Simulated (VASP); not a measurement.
# CaO (P6_3/mmc) in VASP: further runs

CaO is run at these levels: PBE, LDA; tasks: G0W0 quasiparticle levels.

All numbers are computed with VASP 6.6.1; they aren't measurements. Logs are shortened: lines on timing, memory, paths and dates and some standing lists are left out, and cuts for length are marked.

## Step 1: The cell of the first run

The structure is hexagonal, space group P6_3/mmc (No. 194). The conventional cell has a = 3.320 Å, b = 3.320 Å, c = 5.814 Å, α = 90.00°, β = 90.00°, γ = 120.00°. Ca (site symmetry -3m) has 6 O at 2.41 Å and 8 Ca at 2.91 to 3.32 Å within 3.4 Å. O (site symmetry -6m2) has 6 Ca at 2.41 Å and 12 O at 3.32 to 3.48 Å within 3.5 Å.

## Step 2: G0W0 quasiparticle levels, PBE

File POSCAR:

```
CaO
1.0
    3.3199366186      0.0000000000      0.0000000000
   -1.6599683093      2.8751494507      0.0000000000
    0.0000000000      0.0000000000      5.8143085453
Ca O
2 2
Direct
    0.0000000000      0.0000000000      0.0000000000
    0.0000000000      0.0000000000      0.5000000000
    0.3333333333      0.6666666667      0.2500000000
    0.6666666667      0.3333333333      0.7500000000
```

File INCAR.step1:

```
PREC = Accurate
ENCUT = 500
EDIFF = 1E-8
ISMEAR = 0
SIGMA = 0.01
LREAL = F
LASPH = T
NELM = 80
ALGO = Normal
LWAVE = T
LCHARG = F
GGA = PE
```

File INCAR.step2:

```
PREC = Accurate
ENCUT = 500
EDIFF = 1E-8
ISMEAR = 0
SIGMA = 0.01
LREAL = F
LASPH = T
NELM = 1
ALGO = Exact
LWAVE = T
LCHARG = F
GGA = PE
NBANDS = 224
LOPTICS = T
ISTART = 1
```

File INCAR.step3:

```
PREC = Accurate
ENCUT = 500
EDIFF = 1E-8
ISMEAR = 0
SIGMA = 0.01
LREAL = F
LASPH = T
ALGO = EVGW0
LWAVE = F
LCHARG = F
GGA = PE
NELMGW = 1
NBANDS = 224
ENCUTGW = 140.0
NOMEGA = 96
PRECFOCK = Fast
ISTART = 1
NBANDSGW = 24
OMEGAMAX = 20
```

File KPOINTS:

```
Automatic mesh
0
Gamma
  6 6 2
```

Potentials or basis: VASP PAW PBE potentials, release 64 (Ca_sv_GW, O_GW).

Launch:

```bash
$ cat potpaw_PBE.64/Ca_sv_GW/POTCAR potpaw_PBE.64/O_GW/POTCAR > POTCAR
$ cp INCAR.step1 INCAR
$ mpirun -np 1 vasp_std > vasp.out
$ cp INCAR.step2 INCAR
$ mpirun -np 1 vasp_std > vasp.out
$ cp INCAR.step3 INCAR
$ mpirun -np 1 vasp_std > vasp.out
```

OUTCAR:

```text
PREC = Accurate
   ENCUT = 500
   EDIFF = 1E-8
   ISMEAR = 0
   LREAL = F
   LASPH = T
   GGA = PE
   NELMGW = 1
   ENCUTGW = 140.0
   PRECFOCK = Fast
   ISTART = 1

 ion  position               nearest neighbor table
   1  0.000  0.000  0.000-   3 2.41   4 2.41   4 2.41   3 2.41   4 2.41   3 2.41   2 2.91   2 2.91

   2  0.000  0.000  0.500-   3 2.41   4 2.41   4 2.41   3 2.41   4 2.41   3 2.41   1 2.91   1 2.91

   3  0.333  0.667  0.250-   1 2.41   2 2.41   1 2.41   2 2.41   1 2.41   2 2.41
   4  0.667  0.333  0.750-   1 2.41   2 2.41   1 2.41   2 2.41   1 2.41   2 2.41

  LATTYP: Found a hexagonal cell.
 ALAT       =     3.3199366186
 C/A-ratio  =     1.7513311889

  Lattice vectors:

 A1 = (   3.3199366186,   0.0000000000,   0.0000000000)
 A2 = (  -1.6599683093,   2.8751494507,   0.0000000000)
 A3 = (   0.0000000000,   0.0000000000,   5.8143085453)

Analysis of symmetry for initial positions (statically):
=====================================================================
 Subroutine PRICEL returns:
 Original cell was already a primitive cell.

 Routine SETGRP: Setting up the symmetry group for a
 hexagonal supercell.

 Subroutine GETGRP returns: Found 24 space group operations
 (whereof 12 operations were pure point group operations)
 out of a pool of 24 trial point group operations.

The static configuration has the point symmetry D_3d.
 The point group associated with its full space group is D_6h.

Analysis of symmetry for dynamics (positions and initial velocities):
=====================================================================
 Subroutine PRICEL returns:
 Original cell was already a primitive cell.

 Routine SETGRP: Setting up the symmetry group for a
 hexagonal supercell.

 Subroutine GETGRP returns: Found 24 space group operations
 (whereof 12 operations were pure point group operations)
 out of a pool of 24 trial point group operations.

The dynamic configuration has the point symmetry D_3d.
 The point group associated with its full space group is D_6h.

 Subroutine INISYM returns: Found 24 space group operations
 (whereof 12 operations are pure point group operations),
 and found     1 'primitive' translations

----------------------------------------------------------------------------------------

                                     Primitive cell

  volume of cell :      55.4994

  direct lattice vectors                    reciprocal lattice vectors
     3.319936619  0.000000000  0.000000000     0.301210570  0.173904003  0.000000000
    -1.659968309  2.875149451  0.000000000     0.000000000  0.347808007  0.000000000
     0.000000000  0.000000000  5.814308545     0.000000000  0.000000000  0.171989497

  length of vectors
     3.319936619  3.319936619  5.814308545     0.347808007  0.347808007  0.171989497

  position of ions in fractional coordinates (direct lattice)
     0.000000000  0.000000000  0.000000000
     0.000000000  0.000000000  0.500000000
     0.333333333  0.666666667  0.250000000
     0.666666667  0.333333333  0.750000000

  ion indices of the primitive-cell ions
   primitive index   ion index
                 1           1
                 2           2
                 3           3
                 4           4

----------------------------------------------------------------------------------------

 KPOINTS: Automatic mesh

Automatic generation of k-mesh.
 Grid dimensions read from file:
 generate k-points for:    6    6    2

 Generating k-lattice:

  Cartesian coordinates                     Fractional coordinates (reciprocal lattice)
     0.050201762  0.028984001  0.000000000     0.166666667  0.000000000  0.000000000
     0.000000000  0.057968001  0.000000000     0.000000000  0.166666667  0.000000000
     0.000000000  0.000000000  0.085994748     0.000000000  0.000000000  0.500000000

  Length of vectors
     0.057968001  0.057968001  0.085994748

  Shift w.r.t. Gamma in fractional coordinates (k-lattice)
     0.000000000  0.000000000  0.000000000

 Subroutine IBZKPT returns following result:
 ===========================================

 Found     14 irreducible k-points:

 Following reciprocal coordinates:
            Coordinates               Weight
  0.000000  0.000000  0.000000      1.000000
  0.166667  0.000000  0.000000      6.000000
  0.333333  0.000000  0.000000      6.000000
  0.500000  0.000000  0.000000      3.000000
  0.166667  0.166667  0.000000      6.000000
  0.333333  0.166667  0.000000     12.000000
  0.333333  0.333333  0.000000      2.000000
  0.000000  0.000000  0.500000      1.000000
  0.166667  0.000000  0.500000      6.000000
  0.333333  0.000000  0.500000      6.000000
  0.500000  0.000000  0.500000      3.000000
  0.166667  0.166667  0.500000      6.000000
  0.333333  0.166667  0.500000     12.000000
  0.333333  0.333333  0.500000      2.000000
   k-points           NKPTS =     14   k-points in BZ     NKDIM =     72   number of bands    NBANDS=    224
   number of dos      NEDOS =    301   number of ions     NIONS =      4
   total plane-waves  NPLWV =  24192
   dimension x,y,z NGX =    24 NGY =   24 NGZ =   42
   dimension x,y,z NGXF=    48 NGYF=   48 NGZF=   84
   ions per type =               2   2
   NGX,Y,Z   is equivalent  to a cutoff of  12.02, 12.02, 12.01 a.u.
   NGXF,Y,Z  is equivalent  to a cutoff of  24.04, 24.04, 24.02 a.u.
 SYSTEM =  unknown system
   PREC   = accura    normal or accurate (medium, high low for compatibility)
   ISTART =      1    job   : 0-new  1-cont  2-samecut
   ICHARG =      0    charge: 1-file 2-atom 10-const
   ISPIN  =      1    spin polarized calculation?
   LNONCOLLINEAR =      F non collinear calculations
   LSORBIT =      F    spin-orbit coupling
   LASPH  =      T    aspherical Exc in radial PAW
   ENCUT  =  500.0 eV  36.75 Ry    6.06 a.u.   6.05  6.05 10.60*2*pi/ulx,y,z
   NELM   =     60;   NELMIN=  2; NELMDL=  0     # of ELM steps
   EDIFF  = 0.1E-07   stopping-criterion for ELM
   LREAL  =      F    real-space projection
   EDIFFG = 0.1E-06   stopping-criterion for IOM
   NSW    =      0    number of steps for IOM
   IBRION =     -1    ionic relax: 0-MD 1-quasi-New 2-CG
   NFREE  =      0    steps in history (QN), initial steepest desc. (CG)
   ISIF   =      0    stress and relaxation
   ISYM   =      3    0-nonsym 1-usesym 2-fastsym
   POTIM  = 0.5000    time-step for ionic-motion
   TEBEG  =    0.0;   TEEND  =   0.0 temperature during run
   PSTRESS=    0.0 pullay stress
   NELECT =      32.0000    total number of electrons
   NUPDOWN=      -1.0000    fix difference up-down
   EMIN   =  10.00;   EMAX   =-10.00  energy-range for DOS
   EFERMI =   0.00;   METHOD = LEGACY
   ISMEAR =     0;   SIGMA  =   0.01  broadening in eV -4-tet -1-fermi 0-gaus
   EFERMI_NEDOS =   21; number of points for ismear=-14 and -15
   IALGO  =     38    algorithm
   IMIX   =      4    mixing-type and parameters
     AMIX     =   0.40;   BMIX     =  1.00
     AMIX_MAG =   1.60;   BMIX_MAG =  1.00
  volume/ion in A,a.u.               =      13.87        93.63
  Fermi-wavevector in a.u.,A,eV,Ry     =   1.362580  2.574903 25.260912  1.856625
  Thomas-Fermi vector in A             =   2.489057
   LORBIT       =      0    0 simple, 1 ext, 2 COOP (PROOUT), +10 PAW based schemes
   GGA     = PE    functional components
   LHFCALC =     T    Hartree Fock is set to
   PRECFOCK=fast      Normal, Fast or Accurate (Low or Medium for compatibility)
   ENCUT4O =  -1.0   cutoff for four orbital integrals eV
   NKREDX  =     1    reduce k-point grid by
   NKREDY  =     1    reduce k-point grid by
   NKREDZ  =     1    reduce k-point grid by
   AEXX    =    1.0000 exact exchange contribution
   HFSCREEN=    0.0000 screening length (either q_TF or 0.3 A-1)
   HFSCREENC=   0.0000 screening length for correlation (either q_TF or 0.3 A-1)
   ENCUTFOCK=  -1.0 apply spherical cutoff to Coloumb kernel
   IVDW    =     0    specifies the selected vdW correction
   LEPSILON=     F    determine dielectric tensor
   LRPA    =     F    only Hartree local field effects (RPA)
   LRPAFORCE           =     F    calculate RPA forces
   ENCUTGW             = 140.0    cutoff for response function in eV
   ENCUTGWSOFT         = 112.0    soft cutoff for Coulomb kernel in GW response function in eV
   ENCUTLF             =  -1.0    cutoff for local field effects
   NELMGW              =     1    number of iterations in solving QP/BSE equation
   NELMHF              =     1    number of iterations in the inner HF iteration
   NKREDLFX            =     1    NKREDLFY  =   1   NKREDLFZ  =   1
 non-spin polarized calculation
 Gauss-broadening in eV      SIGMA  =   0.01
  energy-cutoff  :      500.00
  volume of cell :       55.50
 maximum number of plane-waves:      1428
  NGX = 14; NGY = 14; NGZ = 24
   NGX = 13   NGY = 13   NGZ = 21
 maximum number of plane-waves:       216
 NGX is ok and might be reduce to    14

 QP shifts <psi_nk| G(iteration)W_0 |psi_nk>: iteration 1
 for sc-GW calculations column KS-energies equals QP-energies in previous step
 and V_xc(KS)=  KS-energies - (<T + V_ion + V_H > + <T+V_H+V_ion>^1  + <V_x>^1)

 k-point   1 :       0.0000    0.0000    0.0000
  band No.  KS-energies  QP-energies   sigma(KS)   V_xc(KS)     V^pw_x(r,r')   Z            occupation Imag(sigma)

      1     -33.2925     -34.7645     -22.9820     -20.6045     -34.3945       0.6191       2.0000       0.5834
      2     -33.1233     -34.6084     -23.1188     -20.7485     -34.4987       0.6266       2.0000       0.5736
      3     -15.3838     -17.3405     -21.6515     -18.8627     -27.7843       0.7016       2.0000       0.3069
      4     -14.0421     -16.2890     -23.0906     -20.1048     -28.0574       0.7525       2.0000       0.1525
      5     -14.0421     -16.2890     -23.0906     -20.1048     -28.0574       0.7525       2.0000       0.1525
      6     -13.9082     -16.1412     -23.2151     -20.2392     -28.1526       0.7504       2.0000       0.1301
[... 16 lines left out ...]
     23      12.6411      14.5967     -13.8659     -16.4075      -9.3169       0.7694       0.0000      -0.0807
     24      13.2105      13.7619      -8.8990      -9.5762      -4.6626       0.8142       0.0000      -0.0673

 k-point   2 :       0.1667    0.0000    0.0000
  band No.  KS-energies  QP-energies   sigma(KS)   V_xc(KS)     V^pw_x(r,r')   Z            occupation Imag(sigma)

      1     -33.2703     -34.7402     -22.9985     -20.6280     -34.4120       0.6201       2.0000       0.5832
      2     -33.1045     -34.5954     -23.1394     -20.7676     -34.5141       0.6286       2.0000       0.5817
      3     -15.2692     -17.2762     -21.8033     -18.9636     -27.7600       0.7068       2.0000       0.2854
      4     -14.3347     -16.4914     -22.6638     -19.7252     -28.0047       0.7339       2.0000       0.1977
      5     -14.0793     -16.3341     -23.0564     -20.0613     -28.0305       0.7529       2.0000       0.1614
      6     -14.0514     -16.3114     -23.0596     -20.0627     -28.0250       0.7542       2.0000       0.1566
[... 16 lines left out ...]
     23      12.8173      14.7746     -13.5034     -16.0439      -8.8621       0.7704       0.0000      -0.0826
     24      13.4425      15.7322     -13.6061     -16.5537      -8.7597       0.7768       0.0000      -0.0865
[... 306 lines left out ...]
     23      13.2319      15.7014     -13.5875     -16.7847      -8.5475       0.7724       0.0000      -0.1013
     24      13.2319      15.7014     -13.5875     -16.7847      -8.5475       0.7724       0.0000      -0.1013

 k-point  14 :       0.3333    0.3333    0.5000
  band No.  KS-energies  QP-energies   sigma(KS)   V_xc(KS)     V^pw_x(r,r')   Z            occupation Imag(sigma)

      1     -33.1158     -34.6040     -23.1351     -20.7729     -34.5212       0.6300       2.0000       0.5958
      2     -33.1158     -34.6040     -23.1351     -20.7729     -34.5212       0.6300       2.0000       0.5958
      3     -14.6168     -16.6958     -22.3206     -19.4363     -27.9380       0.7208       2.0000       0.2153
      4     -14.6168     -16.6958     -22.3206     -19.4363     -27.9380       0.7208       2.0000       0.2153
      5     -14.3936     -16.7121     -22.7255     -19.6616     -27.7558       0.7567       2.0000       0.2237
      6     -14.3936     -16.7121     -22.7255     -19.6616     -27.7558       0.7567       2.0000       0.2237
[... 16 lines left out ...]
     23      12.9858      15.4074     -13.3860     -16.4710      -8.4860       0.7850       0.0000      -0.0866
     24      12.9858      15.4074     -13.3860     -16.4710      -8.4860       0.7850       0.0000      -0.0866
```

It took 10 min on 1 thread of Intel Xeon 6975P-C (Granite Rapids), shared host; peak memory 0.85 GiB.

What came out:

* Quasiparticle gap: 6.14 eV
* Least direct quasiparticle gap: 6.14 eV
* Band gap of the starting levels on the mesh: 3.85 eV
* Least direct gap of the starting levels on the mesh: 3.85 eV

Caveat: the k points lie up to 0.54 Å⁻¹ apart; bands, screening cutoff and mesh are small and nothing is extrapolated, so the quasiparticle values aren't converged.

## Step 3: G0W0 quasiparticle levels, LDA

POSCAR is that of step 2.

File INCAR.step1:

```
ALGO     = Normal         # electronic algorithm
EDIFF    = 1E-8           # SCF threshold, eV
ENCUT    = 500            # plane-wave cutoff, eV
GGA      = CA             # functional
ISMEAR   = 0              # smearing method
LASPH    = True           # aspherical terms in the spheres
LCHARG   = False          # write CHGCAR
LREAL    = False          # projectors in reciprocal space
LWAVE    = True           # write WAVECAR
NELM     = 80             # most SCF steps
PREC     = Accurate       # precision mode
SIGMA    = 0.01           # smearing width, eV
```

File INCAR.step2:

```
ALGO     = Exact          # electronic algorithm
EDIFF    = 1E-8           # SCF threshold, eV
ENCUT    = 500            # plane-wave cutoff, eV
GGA      = CA             # functional
ISMEAR   = 0              # smearing method
ISTART   = 1            
LASPH    = True           # aspherical terms in the spheres
LCHARG   = False          # write CHGCAR
LOPTICS  = True           # frequency-dependent dielectric function
LREAL    = False          # projectors in reciprocal space
LWAVE    = True           # write WAVECAR
NBANDS   = 224            # bands
NELM     = 1              # most SCF steps
PREC     = Accurate       # precision mode
SIGMA    = 0.01           # smearing width, eV
```

File INCAR.step3:

```
ALGO     = EVGW0          # electronic algorithm
EDIFF    = 1E-8           # SCF threshold, eV
ENCUT    = 500            # plane-wave cutoff, eV
ENCUTGW  = 140.0          # cutoff of the response function
GGA      = CA             # functional
ISMEAR   = 0              # smearing method
ISTART   = 1            
LASPH    = True           # aspherical terms in the spheres
LCHARG   = False          # write CHGCAR
LREAL    = False          # projectors in reciprocal space
LWAVE    = False          # write WAVECAR
NBANDS   = 224            # bands
NBANDSGW = 24           
NELMGW   = 1            
NOMEGA   = 96             # frequency points
OMEGAMAX = 20           
PREC     = Accurate       # precision mode
PRECFOCK = Fast         
SIGMA    = 0.01           # smearing width, eV
```

File KPOINTS:

```
k-points
0
Gamma
  6 6 2
```

Potentials or basis: VASP PAW LDA potentials, release 64 (Ca_sv_GW, O_GW).

Launch:

```bash
$ cat potpaw_LDA.64/Ca_sv_GW/POTCAR potpaw_LDA.64/O_GW/POTCAR > POTCAR
$ cp INCAR.step1 INCAR
$ mpirun -np 1 vasp_std > vasp.out
$ cp INCAR.step2 INCAR
$ mpirun -np 1 vasp_std > vasp.out
$ cp INCAR.step3 INCAR
$ mpirun -np 1 vasp_std > vasp.out
```

OUTCAR:

```text
EDIFF = 1E-8
   ENCUT = 500
   ENCUTGW = 140.0
   GGA = CA
   ISMEAR = 0
   ISTART = 1
   LASPH = True
   LREAL = False
   NELMGW = 1
   PREC = Accurate
   PRECFOCK = Fast

 ion  position               nearest neighbor table
   1  0.000  0.000  0.000-   3 2.41   4 2.41   4 2.41   3 2.41   4 2.41   3 2.41   2 2.91   2 2.91

   2  0.000  0.000  0.500-   3 2.41   4 2.41   4 2.41   3 2.41   4 2.41   3 2.41   1 2.91   1 2.91

   3  0.333  0.667  0.250-   1 2.41   2 2.41   1 2.41   2 2.41   1 2.41   2 2.41
   4  0.667  0.333  0.750-   1 2.41   2 2.41   1 2.41   2 2.41   1 2.41   2 2.41

  LATTYP: Found a hexagonal cell.
 ALAT       =     3.3199366186
 C/A-ratio  =     1.7513311889
[... 164 lines left out ...]
   IVDW    =     0    specifies the selected vdW correction
   LEPSILON=     F    determine dielectric tensor
   LRPA    =     F    only Hartree local field effects (RPA)
   LRPAFORCE           =     F    calculate RPA forces
   ENCUTGW             = 140.0    cutoff for response function in eV
   ENCUTGWSOFT         = 112.0    soft cutoff for Coulomb kernel in GW response function in eV
   ENCUTLF             =  -1.0    cutoff for local field effects
   NELMGW              =     1    number of iterations in solving QP/BSE equation
   NELMHF              =     1    number of iterations in the inner HF iteration
   NKREDLFX            =     1    NKREDLFY  =   1   NKREDLFZ  =   1
 non-spin polarized calculation
 Gauss-broadening in eV      SIGMA  =   0.01
  energy-cutoff  :      500.00
  volume of cell :       55.50
 maximum number of plane-waves:      1428
  NGX = 14; NGY = 14; NGZ = 24
   NGX = 13   NGY = 13   NGZ = 21
 maximum number of plane-waves:       216
 NGX is ok and might be reduce to    14

 QP shifts <psi_nk| G(iteration)W_0 |psi_nk>: iteration 1
 for sc-GW calculations column KS-energies equals QP-energies in previous step
 and V_xc(KS)=  KS-energies - (<T + V_ion + V_H > + <T+V_H+V_ion>^1  + <V_x>^1)

 k-point   1 :       0.0000    0.0000    0.0000
  band No.  KS-energies  QP-energies   sigma(KS)   V_xc(KS)     V^pw_x(r,r')   Z            occupation Imag(sigma)

      1     -33.1266     -34.6511     -22.7576     -20.2254     -34.2646       0.6020       2.0000       0.6739
      2     -32.9453     -34.4972     -22.9149     -20.3660     -34.3772       0.6089       2.0000       0.6584
      3     -15.5604     -17.3871     -21.4236     -18.7909     -27.6381       0.6939       2.0000       0.3167
      4     -14.1557     -16.3330     -22.9373     -20.0304     -27.9532       0.7490       2.0000       0.1540
      5     -14.1557     -16.3330     -22.9373     -20.0304     -27.9532       0.7490       2.0000       0.1540
      6     -14.0141     -16.1928     -23.0705     -20.1632     -28.0543       0.7494       2.0000       0.1325
[... 380 lines left out ...]
     23      12.5688      15.1374     -13.4342     -16.7376      -8.4626       0.7775       0.0000      -0.1097
     24      12.5688      15.1374     -13.4342     -16.7376      -8.4626       0.7775       0.0000      -0.1097
```

Wall time 14 min (1 thread of Intel Xeon Platinum 8488C (Sapphire Rapids), shared host); peak memory 0.85 GiB.

Results:

| Property | Result |
| --- | --- |
| Quasiparticle gap | 6.18 eV |
| Least direct quasiparticle gap | 6.18 eV |
| Band gap of the starting levels on the mesh | 3.68 eV |
| Least direct gap of the starting levels on the mesh | 3.68 eV |

Caveat: the k points lie up to 0.54 Å⁻¹ apart; bands, screening cutoff and mesh are small and nothing is extrapolated, so the quasiparticle values aren't converged.
